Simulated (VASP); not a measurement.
CaS (Oldhamite):

```xyz
2
Lattice="0.0000 2.8430 2.8430 2.8430 0.0000 2.8430 2.8430 2.8430 0.0000" Properties=species:S:1:pos:R:3 pbc="T T T"
Ca    0.0000    0.0000    0.0000
S     2.8430    2.8430    2.8430
```

```yaml
Program: VASP 6.6.1
Task: relaxation of cell and atoms
Functional: LDA
Potentials_or_basis: VASP PAW LDA potentials, release 64 (Ca_sv, S)
Cutoff: 500 eV
k_mesh: 12 × 12 × 12
Occupations: fermi-dirac, width 0.08 eV
Spin: no spin polarisation
```

At the start: pressure -3.6 GPa; volume 22.98 Å³/atom.

Question: Where does the relaxation end?

Answer: Over 3 steps the energy falls by 16.4 meV/atom and the volume is 21.61 Å³/atom (-5.9 %); space group Fm-3m (No. 225, to 0.05 Å).

Step by step:
```tsv
step	energy change (eV)	largest force (eV/Å)	pressure (GPa)	volume (Å³)
1	0.0000	0.0000	-3.65	45.96
2	-0.0305	0.0000	1.09	42.57
3	-0.0327	0.0000	0.01	43.23
```

Final structure:
```
CELL_PARAMETERS angstrom
0.00000 2.78555 2.78555
2.78555 0.00000 2.78555
2.78555 2.78555 0.00000
ATOMIC_POSITIONS crystal
Ca 0.00000 0.00000 0.00000
S 0.50000 0.50000 0.50000
```
